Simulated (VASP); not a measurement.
Set up this calculation in VASP 6.6.1, as the native input.

```
Task                   : single point
Functional             : PBE
Potentials or basis    : VASP PAW PBE potentials, release 64 (Hf_pv)
Cutoff                 : 520 eV
k mesh                 : 10 × 10 × 10
Occupations            : gaussian, width 0.014 eV
Spin                   : no spin polarisation
Dipole correction      : no
Further INCAR settings : ALGO = Fast; EDIFF = 1e-06; NBANDS = 11
```

The structure of Hf lies in POSCAR:

```
Hf
1.0
    0.0000000000      2.2200000000      2.2200000000
    2.2200000000      0.0000000000      2.2200000000
    2.2200000000      2.2200000000      0.0000000000
Hf
1
Direct
    0.0000000000      0.0000000000      0.0000000000
```

These files were run (other wordings do the same):

INCAR

```
PREC     = Accurate       # precision mode
ENCUT    = 520            # plane-wave cutoff, eV
EDIFF    = 1E-6           # SCF threshold, eV
ISMEAR   = 0              # smearing method
SIGMA    = 0.014          # smearing width, eV
LREAL    = False          # projectors in reciprocal space
LASPH    = True           # aspherical terms in the spheres
NELM     = 80             # most SCF steps
ALGO     = Fast           # electronic algorithm
ISIF     = 2              # what is computed and relaxed
LWAVE    = False          # write WAVECAR
LCHARG   = True           # write CHGCAR
GGA      = PE             # functional
LELF     = True           # ELF
LVHAR    = True         
NBANDS   = 11             # bands
```

KPOINTS

```
Automatic mesh
0
Gamma
  10 10 10
```

Potentials or basis: VASP PAW PBE potentials, release 64 (Hf_pv).

The run is started by

```bash
$ cat potpaw_PBE.64/Hf_pv/POTCAR > POTCAR
$ mpirun -np 1 vasp_std > vasp.out
```

Results of the run:

The pressure is 2.5 GPa and the band gap on the k mesh is zero (band 5 reaches 6.32 eV, above the bottom of band 6 at 4.50 eV).

Caveat: spin-orbit coupling is left out, which moves the levels of the heavy elements.

Run time: 20 s on 1 thread of AMD EPYC 7R13, with other jobs on the host, peak memory 0.14 GiB.
